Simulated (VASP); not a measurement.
CuH2 (CdI2 type):

```
Cu H
1.0
     2.88784    0.00000    0.00000
    -1.44392    2.50094    0.00000
     0.00000    0.00000    4.62054
Cu H
1 2
Direct
  0.00000 0.00000 0.00000
  0.33333 0.66667 0.25000
  0.66667 0.33333 0.75000
```

```yaml
Program: VASP 6.6.1
Task: relaxation of cell and atoms
Functional: PBE
Potentials_or_basis: VASP PAW PBE potentials, release 64 (Cu, H)
Cutoff: 600 eV
k_mesh: 14 × 14 × 8
Occupations: fermi-dirac, width 0.05 eV
Spin: no spin polarisation
```

At the start: pressure -17.8 GPa; volume 11.12 Å³/atom.

Task: Where does the relaxation end?

Result: Over 27 steps the energy falls by 287.0 meV/atom and the volume is 9.14 Å³/atom (-17.9 %); space group P-3m1 (No. 164, to 0.05 Å).

The path:
| step | energy change (eV) | largest force (eV/Å) | pressure (GPa) | volume (Å³) |
| --- | --- | --- | --- | --- |
| 1 | 0.0000 | 1.1167 | -17.83 | 33.37 |
| 2 | -0.6721 | 0.6588 | -11.78 | 27.73 |
| 3 | -0.8472 | 0.1093 | 0.07 | 24.35 |
| 4 | -0.8471 | 0.0747 | 0.85 | 24.19 |
| 5 | -0.8484 | 0.0777 | 0.33 | 24.36 |
| 6 | -0.8493 | 0.0826 | -0.56 | 24.67 |
| 7 | -0.8502 | 0.0651 | -0.42 | 24.72 |
| 8 | -0.8522 | 0.0126 | 0.03 | 24.86 |
| 9 | -0.8530 | 0.0959 | 0.96 | 25.13 |
| 10 | -0.8532 | 0.0620 | 0.63 | 25.04 |
| 11 | -0.8545 | 0.0547 | 0.56 | 25.22 |
| 12 | -0.8575 | 0.0335 | 0.34 | 25.73 |
| 13 | -0.8606 | 0.0026 | -0.14 | 26.76 |
| 14 | -0.8609 | 0.0114 | -0.20 | 27.01 |
| 15 | -0.8610 | 0.0278 | -0.31 | 27.53 |
| 16 | -0.8610 | 0.0209 | -0.24 | 27.33 |
| 17 | -0.8610 | 0.0225 | -0.31 | 27.38 |
| 18 | -0.8609 | 0.0142 | 0.48 | 27.39 |
| 19 | -0.8611 | 0.0064 | 0.02 | 27.38 |
| 20 | -0.8611 | 0.0069 | -0.09 | 27.38 |
| 21 | -0.8611 | 0.0147 | -0.12 | 27.38 |
| 22 | -0.8611 | 0.0094 | -0.02 | 27.38 |
| 23 | -0.8611 | 0.0084 | 0.01 | 27.38 |
| 24 | -0.8611 | 0.0078 | 0.15 | 27.38 |
| 25 | -0.8611 | 0.0134 | -0.22 | 27.47 |
| 26 | -0.8611 | 0.0094 | -0.04 | 27.41 |
| 27 | -0.8611 | 0.0013 | -0.05 | 27.41 |

Final structure:
```
Cu H
1.0
     2.56005    0.00000    0.00000
    -1.28002    2.21706    0.00000
     0.00000    0.00000    4.82955
Cu H
1 2
Direct
  0.00000 0.00000 0.00000
  0.33333 0.66667 0.20173
  0.66667 0.33333 0.79827
```

Caveat: the volume moved by over 15 % at a fixed basis, so the end points are rough.
